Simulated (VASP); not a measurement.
# Si7Ge (P-42m) in VASP: further runs

Si7Ge is run at these levels: PBEsol; tasks: single point.

Everything below comes from runs of VASP 6.6.1. Logs are shortened: lines on timing, memory, paths and dates and some standing lists are left out, and cuts for length are marked.

### Step 1. The cell of the first run

Symmetry: P-42m, No. 111, tetragonal system. Conventional cell: a = 5.149 Å, b = 5.149 Å, c = 5.809 Å, α = 90.00°, β = 90.00°, γ = 90.00°. Si (site symmetry m) has 3 Si at 2.32 Å and 1 Ge at 2.35 Å within 3.1 Å. Within 3.1 Å of Si (site symmetry 222) lie 4 Si at 2.32 Å. Si (site symmetry -42m) has 4 Si at 2.32 Å within 3.1 Å. Within 3.1 Å of Ge (site symmetry -42m) lie 4 Si at 2.35 Å.

### Step 2. Single point, PBEsol (volume 19.250 Å^3 an atom, c/a of the conventional cell 1.1282)

INCAR reads:

```
SYSTEM = Si7Ge
PREC = Accurate ; ENCUT = 520
EDIFF = 1E-6 ; ISMEAR = 0
SIGMA = 0.03 ; LREAL = .False.
LASPH = .True. ; NELM = 80
ALGO = Normal ; ISIF = 2
LWAVE = .False. ; LCHARG = .False.
GGA = PS ; NBANDS = 31
```

KPOINTS reads:

```
Automatic mesh
0
Gamma
  8 8 8
  0 0 0
```

POSCAR reads:

```
Si7Ge
1.0
    5.1488654359      0.0000000000      0.0000000000
    0.0000000000      5.1488654359      0.0000000000
    0.0000000000      0.0000000000      5.8089499848
Si Ge
7 1
Direct
    0.2525986838      0.2525986838      0.2525986838
    0.0000000000      0.5000000000      0.5000000000
    0.5000000000      0.5000000000      0.0000000000
    0.5000000000      0.0000000000      0.5000000000
    0.7474013162      0.2525986838      0.7474013162
    0.7474013162      0.7474013162      0.2525986838
    0.2525986838      0.7474013162      0.7474013162
    0.0000000000      0.0000000000      0.0000000000
```

Potentials or basis: VASP PAW PBE potentials, release 64 (Si, Ge_d).

The run is started by

```sh
$ cat potpaw_PBE.64/Si/POTCAR potpaw_PBE.64/Ge_d/POTCAR > POTCAR
$ mpirun -np 1 vasp_std > vasp.out
```

OUTCAR:

```text
SYSTEM = Si7Ge
   PREC = Accurate
   ENCUT = 520
   EDIFF = 1E-6
   ISMEAR = 0
   LREAL = .False.
   LASPH = .True.
   NELM = 80
   ISIF = 2
   GGA = PS

 ion  position               nearest neighbor table
   1  0.253  0.253  0.253-   2 2.32   4 2.32   3 2.32   8 2.35
   2  0.000  0.500  0.500-   1 2.32   5 2.32   6 2.32   7 2.32
   3  0.500  0.500  0.000-   1 2.32   5 2.32   6 2.32   7 2.32
   4  0.500  0.000  0.500-   1 2.32   5 2.32   6 2.32   7 2.32
   5  0.747  0.253  0.747-   2 2.32   4 2.32   3 2.32   8 2.35
   6  0.747  0.747  0.253-   2 2.32   4 2.32   3 2.32   8 2.35
   7  0.253  0.747  0.747-   2 2.32   4 2.32   3 2.32   8 2.35
   8  0.000  0.000  0.000-   1 2.35   5 2.35   6 2.35   7 2.35

  LATTYP: Found a simple tetragonal cell.
 ALAT       =     5.1488654359
 C/A-ratio  =     1.1282000000

  Lattice vectors:

 A1 = (   5.1488654359,   0.0000000000,   0.0000000000)
 A2 = (   0.0000000000,   5.1488654359,   0.0000000000)
 A3 = (   0.0000000000,   0.0000000000,   5.8089499848)

Analysis of symmetry for initial positions (statically):
=====================================================================
 Subroutine PRICEL returns:
 Original cell was already a primitive cell.

 Routine SETGRP: Setting up the symmetry group for a
 simple tetragonal supercell.

 Subroutine GETGRP returns: Found  8 space group operations
 (whereof  8 operations were pure point group operations)
 out of a pool of 16 trial point group operations.

The static configuration has the point symmetry D_2d.

Analysis of symmetry for dynamics (positions and initial velocities):
=====================================================================
 Subroutine PRICEL returns:
 Original cell was already a primitive cell.

 Routine SETGRP: Setting up the symmetry group for a
 simple tetragonal supercell.

 Subroutine GETGRP returns: Found  8 space group operations
 (whereof  8 operations were pure point group operations)
 out of a pool of 16 trial point group operations.

The dynamic configuration has the point symmetry D_2d.

 Subroutine INISYM returns: Found  8 space group operations
 (whereof  8 operations are pure point group operations),
 and found     1 'primitive' translations

----------------------------------------------------------------------------------------

                                     Primitive cell

  volume of cell :     154.0000
[... 106 lines left out ...]
   NFREE  =      0    steps in history (QN), initial steepest desc. (CG)
   ISIF   =      2    stress and relaxation
   ISYM   =      2    0-nonsym 1-usesym 2-fastsym
   POTIM  = 0.5000    time-step for ionic-motion
   TEBEG  =    0.0;   TEEND  =   0.0 temperature during run
   PSTRESS=    0.0 pullay stress
   NELECT =      42.0000    total number of electrons
   NUPDOWN=      -1.0000    fix difference up-down
   EMIN   =  10.00;   EMAX   =-10.00  energy-range for DOS
   EFERMI =   0.00;   METHOD = LEGACY
   ISMEAR =     0;   SIGMA  =   0.03  broadening in eV -4-tet -1-fermi 0-gaus
   EFERMI_NEDOS =   21; number of points for ismear=-14 and -15
   IALGO  =     38    algorithm
   IMIX   =      4    mixing-type and parameters
     AMIX     =   0.40;   BMIX     =  1.00
     AMIX_MAG =   1.60;   BMIX_MAG =  1.00
  volume/ion in A,a.u.               =      19.25       129.91
  Fermi-wavevector in a.u.,A,eV,Ry     =   1.061657  2.006241 15.335347  1.127116
  Thomas-Fermi vector in A             =   2.197081
   LORBIT       =      0    0 simple, 1 ext, 2 COOP (PROOUT), +10 PAW based schemes
   GGA     = PS    functional components
   LHFCALC =     F    Hartree Fock is set to
   AEXX    =    0.0000 exact exchange contribution
   IVDW    =     0    specifies the selected vdW correction
   LEPSILON=     F    determine dielectric tensor
   LRPA    =     F    only Hartree local field effects (RPA)
 non-spin polarized calculation
 Gauss-broadening in eV      SIGMA  =   0.03
  energy-cutoff  :      520.00
  volume of cell :      154.00
 maximum number of plane-waves:      4198
 NGX is ok and might be reduce to    40
   NGX = 19   NGY = 19   NGZ = 21

 number of electron      42.0000011 magnetization

 Free energy of the ion-electron system (eV)
  ---------------------------------------------------
  ext. energy  EPLUGINS =         0.00000000
  ---------------------------------------------------
  free energy    TOTEN  =       -44.49673128 eV

  energy without entropy =      -44.49664183  energy(sigma->0) =      -44.49668656

 E-fermi :   6.4177     XC(G=0):  -9.8737

 val. band max:        6.3249877795   @ k =   0.1250   0.1250   0.1250
 cond. band min:       6.4210558999   @ k =   0.0000   0.0000   0.0000
 fundamental gap:      0.0960681204
 Fermi energy:         6.4176672348

 k-point     1 :       0.0000    0.0000    0.0000
  band No.  band energies     occupation
      1     -17.9341      2.00000
      2     -17.9341      2.00000
      3     -17.9337      2.00000
      4     -17.9083      2.00000
      5     -17.9002      2.00000
      6      -6.2567      2.00000
[... 805 lines left out ...]
     30      10.9360      0.00000
     31      10.9781      0.00000

 [... further k-points ...]

------------------------ aborting loop because EDIFF is reached ----------------------------------------

  FORCE on cell =-STRESS in cart. coord.  units (eV):
  Direction    XX          YY          ZZ          XY          YZ          ZX
  --------------------------------------------------------------------------------------
  -------------------------------------------------------------------------------------
  Total        9.1066514      9.1066514     -3.5724988      0.0000000     -0.0000000      0.0000000
  in kB       94.7433144     94.7433144    -37.1673808      0.0000000     -0.0000000      0.0000000
  external PRESSURE =      50.7730827 kB  Pullay stress =       0.0000000 kB

 VOLUME and BASIS-vectors are now :
 -----------------------------------------------------------------------------
  energy-cutoff  :      520.00
  volume of cell :      154.00
      direct lattice vectors                 reciprocal lattice vectors
     5.148865436  0.000000000  0.000000000     0.194217544  0.000000000  0.000000000
     0.000000000  5.148865436  0.000000000     0.000000000  0.194217544  0.000000000
     0.000000000  0.000000000  5.808949985     0.000000000  0.000000000  0.172148151

 POSITION                                       TOTAL-FORCE (eV/Angst)
 -----------------------------------------------------------------------------------
      1.30060      1.30060      1.46733         0.030526      0.030526     -0.021850
      0.00000      2.57443      2.90447        -0.000000      0.000000      0.000000
      2.57443      2.57443      0.00000        -0.000000      0.000000      0.000000
      2.57443      0.00000      2.90447        -0.000000      0.000000      0.000000
      3.84827      1.30060      4.34162        -0.030526      0.030526      0.021850
      3.84827      3.84827      1.46733        -0.030526     -0.030526     -0.021850
      1.30060      3.84827      4.34162         0.030526     -0.030526      0.021850
      0.00000      0.00000      0.00000        -0.000000      0.000000      0.000000
 -----------------------------------------------------------------------------------
    total drift:                                0.000000      0.000000     -0.000000

  FREE ENERGIE OF THE ION-ELECTRON SYSTEM (eV)
  ---------------------------------------------------
  free  energy   TOTEN  =       -44.4967312836 eV

  energy  without entropy=      -44.4966418317  energy(sigma->0) =      -44.49668656
```

OSZICAR:

```text
N       E                     dE             d eps       ncg     rms          rms(c)
DAV:   1     0.224724532716E+03    0.22472E+03   -0.17666E+04  6084   0.175E+03
DAV:   2    -0.113571388460E+02   -0.23608E+03   -0.22279E+03  5185   0.501E+02
DAV:   3    -0.439750689390E+02   -0.32618E+02   -0.32038E+02  5647   0.101E+02
DAV:   4    -0.454223723650E+02   -0.14473E+01   -0.14444E+01  5985   0.243E+01
DAV:   5    -0.454586067242E+02   -0.36234E-01   -0.36229E-01  5921   0.393E+00    0.101E+01
DAV:   6    -0.447854852280E+02    0.67312E+00   -0.33132E-01  5515   0.260E+00    0.602E+00
DAV:   7    -0.444944631960E+02    0.29102E+00   -0.58757E-01  5277   0.319E+00    0.416E-01
DAV:   8    -0.444962996204E+02   -0.18364E-02   -0.44833E-02  5995   0.159E+00    0.183E-01
DAV:   9    -0.444966457156E+02   -0.34610E-03   -0.21695E-03  6132   0.354E-01    0.105E-01
DAV:  10    -0.444967034632E+02   -0.57748E-04   -0.25441E-04  5480   0.825E-02    0.567E-02
DAV:  11    -0.444967313549E+02   -0.27892E-04   -0.43457E-05  5754   0.472E-02    0.875E-03
DAV:  12    -0.444967312836E+02    0.71339E-07   -0.29333E-06  5675   0.908E-03
   1 F= -.44496731E+02 E0= -.44496687E+02  d E =-.894519E-04
```

Wall time 8.2 min (1 thread of AMD EPYC 7R13, shared host); peak memory 0.42 GiB.

Results:

```
Free energy            : -44.4967 eV
Pressure               : 5.1 GPa
Largest force          : 0.048 eV/Å
Band gap on the k mesh : zero (band 21 reaches 6.55 eV, above the bottom of band 22 at 6.25 eV)
```

Forces on the atoms (eV/Å):
```
Si   0.031  0.031 -0.022
Si   0.000  0.000  0.000
Si   0.000  0.000  0.000
Si   0.000  0.000  0.000
Si  -0.031  0.031  0.022
Si  -0.031 -0.031 -0.022
Si   0.031 -0.031  0.022
Ge   0.000  0.000  0.000
```

Caveat: the PAW data sets were made with another functional, which shifts forces and pressure a little.

### Step 3. Single point, PBEsol (volume 23.588 Å^3 an atom, c/a of the conventional cell 1.1282)

INCAR reads:

```
ALGO = Normal
EDIFF = 1E-7
ENCUT = 520
GGA = PS
ISIF = 2
ISMEAR = 0
LASPH = T
LCHARG = T
LELF = T
LREAL = F
LVHAR = T
LWAVE = F
NBANDS = 31
NELM = 100
PREC = Accurate
SIGMA = 0.03
```

KPOINTS reads:

```
k-points
0
Gamma
  8 8 8
```

POSCAR, as its differences from that of step 2:

```diff
@@ -2,5 +2,5 @@
 1.0
-    5.1488654359      0.0000000000      0.0000000000
-    0.0000000000      5.1488654359      0.0000000000
-    0.0000000000      0.0000000000      5.8089499848
+    5.5097471666      0.0000000000      0.0000000000
+    0.0000000000      5.5097471666      0.0000000000
+    0.0000000000      0.0000000000      6.2160967534
 Si Ge
```

Potentials or basis: VASP PAW PBE potentials, release 64 (Si, Ge_d).

The run is started by

```sh
$ cat potpaw_PBE.64/Si/POTCAR potpaw_PBE.64/Ge_d/POTCAR > POTCAR
$ mpirun -np 1 vasp_std > vasp.out
```

Run time: 10 min. Hardware: 1 thread of AMD EPYC 7R13, shared host; peak memory 0.48 GiB.

It converged, with:

- Free energy: -43.6957 eV
- Pressure: -9.7 GPa
- Largest force: 0.030 eV/Å
- Band gap on the k mesh: zero (band 21 reaches 4.59 eV, above the bottom of band 22 at 4.51 eV)

Forces on the atoms (eV/Å):
```
Si   0.019  0.019  0.014
Si   0.000  0.000  0.000
Si   0.000  0.000  0.000
Si   0.000  0.000  0.000
Si  -0.019  0.019 -0.014
Si  -0.019 -0.019  0.014
Si   0.019 -0.019 -0.014
Ge   0.000  0.000  0.000
```

Stress tensor (GPa, compression positive):
```
 -5.68   0.00   0.00
  0.00  -5.68   0.00
  0.00   0.00 -17.65
```

Levels at points of the mesh, in eV from the Fermi level:
```tsv
k point	band 17	band 18	band 19	band 20	band 21	band 22	band 23	band 24	band 25	band 26
(0.00, 0.00, 0.00)	-2.26	-2.26	-0.90	-0.01	-0.01	0.05	0.30	0.30	0.38	0.83
(0.50, 0.00, 0.00)	-3.51	-2.32	-2.25	-2.01	-1.95	0.48	0.63	2.48	2.49	3.78
(0.50, 0.50, 0.00)	-3.90	-1.03	-0.94	-0.83	-0.83	2.36	2.45	2.45	2.72	3.46
(0.00, 0.00, 0.50)	-3.59	-1.57	-1.57	-1.44	-1.44	1.35	1.53	2.51	2.66	3.07
(0.50, 0.00, 0.50)	-3.34	-1.89	-1.79	-1.74	-1.71	1.41	1.41	1.44	1.66	3.49
(0.50, 0.50, 0.50)	-1.81	-0.96	-0.91	-0.76	-0.76	-0.09	0.17	0.30	0.30	2.91
```

Caveat: the PAW data sets were made with another functional, which shifts forces and pressure a little.

[end of part 1 of 2]
